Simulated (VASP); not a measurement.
Set up this calculation in VASP 6.6.1, as the native input.

* Task: single point
* Functional: PBEsol
* Potentials or basis: VASP PAW PBE potentials, release 64 (Hf_pv, N)
* Cutoff: 600 eV
* k mesh: 10 × 10 × 10
* Occupations: fermi-dirac, width 0.01 eV
* Spin: no spin polarisation
* Dipole correction: no
* Further INCAR settings: ALGO = Normal; EDIFF = 1e-06; NBANDS = 14

The structure of HfN lies in POSCAR:

```
HfN
1.0
    0.0000000000      2.2590000000      2.2815900000
    2.2590000000      0.0000000000      2.2815900000
    2.2590000000      2.2590000000      0.0000000000
Hf N
1 1
Direct
    0.0000000000      0.0000000000      0.0000000000
    0.5000000000      0.5000000000      0.5000000000
```

This cell differs from its parent crystal: zz strain of +1 %.

The input as run:

INCAR

```
SYSTEM = HfN
ALGO = Normal
EDIFF = 1E-6
ENCUT = 600
GGA = PS
GGA_COMPAT = .False.
ISIF = 2
ISMEAR = -1
LASPH = .True.
LCHARG = .False.
LREAL = .False.
LWAVE = .False.
NBANDS = 14
NELM = 120
PREC = Accurate
SIGMA = 0.01
```

KPOINTS

```
k-points
0
Gamma
  10 10 10
  0 0 0
```

Potentials or basis: VASP PAW PBE potentials, release 64 (Hf_pv, N).

Launch:

```console
$ cat potpaw_PBE.64/Hf_pv/POTCAR potpaw_PBE.64/N/POTCAR > POTCAR
$ mpirun -np 1 vasp_std > vasp.out
```

Results of the run:

The pressure is -7.8 GPa.

Caveat: the cell differs from its parent crystal (zz strain of +1 %); the PAW data sets were made with another functional, which shifts forces and pressure a little.

It took 26 s on 1 thread of AMD EPYC 9R45 96-Core Processor (Zen 5), on a shared host, peak memory 0.16 GiB.
